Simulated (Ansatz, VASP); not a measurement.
**Mn in VASP and in Ansatz**

The input INCAR:

```
ALGO     = Fast           # electronic algorithm
EDIFF    = 1E-7           # SCF threshold, eV
ENCUT    = 520            # plane-wave cutoff, eV
GGA      = PE             # functional
GGA_COMPAT= F            
ISIF     = 2              # what is computed and relaxed
ISMEAR   = 0              # smearing method
LASPH    = T              # aspherical terms in the spheres
LCHARG   = T              # write CHGCAR
LMAXMIX  = 4              # l up to which the mixer works
LORBIT   = 11             # projections on sites
LORBMOM  = T            
LREAL    = F              # projectors in reciprocal space
LSORBIT  = T              # spin-orbit coupling
LVHAR    = T            
LWAVE    = F              # write WAVECAR
MAGMOM   = 0 0 0.08       # initial moments
NBANDS   = 24             # bands
NELM     = 150            # most SCF steps
PREC     = Accurate       # precision mode
SIGMA    = 0.05           # smearing width, eV
```

Contents of KPOINTS:

```
k-points
0
Gamma
  20 20 20
```

The input POSCAR:

```
Mn
1.0
    0.0000000000      1.7513795219      1.7513795219
    1.7513795219      0.0000000000      1.7513795219
    1.7513795219      1.7513795219      0.0000000000
Mn
1
Direct
    0.0000000000      0.0000000000      0.0000000000
```

Input for Ansatz:

```yaml
crystal:
  lattice:
    - [0.0, 1.7513795219, 1.7513795219]
    - [1.7513795219, 0.0, 1.7513795219]
    - [1.7513795219, 1.7513795219, 0.0]
  atoms:
    - { symbol: Mn, position: [0.0, 0.0, 0.0], spin: 0.08, spin_axis: [0.0, 0.0, 1.0] }
basis:
  ecutwfc: 420
  ecutrho_ratio: 4
kpoints:
  mp_grid: { grid: [20, 20, 20] }
hamiltonian:
  xc: pbe
scf:
  occupations: { method: gaussian, width: 0.05 }
output:
  forces: true
  stress: true
  eigenvalues: true
  populations: true
magnetization:
  noncollinear: true
  spin_orbit: true
```

Alike in both runs: task single point; functional PBE; k mesh 20 × 20 × 20; occupations gaussian, width 0.05 eV; non-collinear spin, spin-orbit coupling.

```csv
,VASP,Ansatz
version,VASP 6.6.1,Ansatz 0.2.0
potentials or method,"VASP PAW PBE potentials, release 64 (Mn_pv), cutoff 520 eV","plane waves, PAW"
valence electrons in the cell,13,15
```

```csv
,VASP,Ansatz,Ansatz less VASP
pressure (GPa),-0.1,0.0,+0.13
net moment per atom (μB),0.09,0.07,-0.013
```

VASP's potentials hold 13 valence electrons a cell and Ansatz's 15, so a difference there can come from the potentials and not from the codes. Ansatz's warnings: stress scf threshold loose.
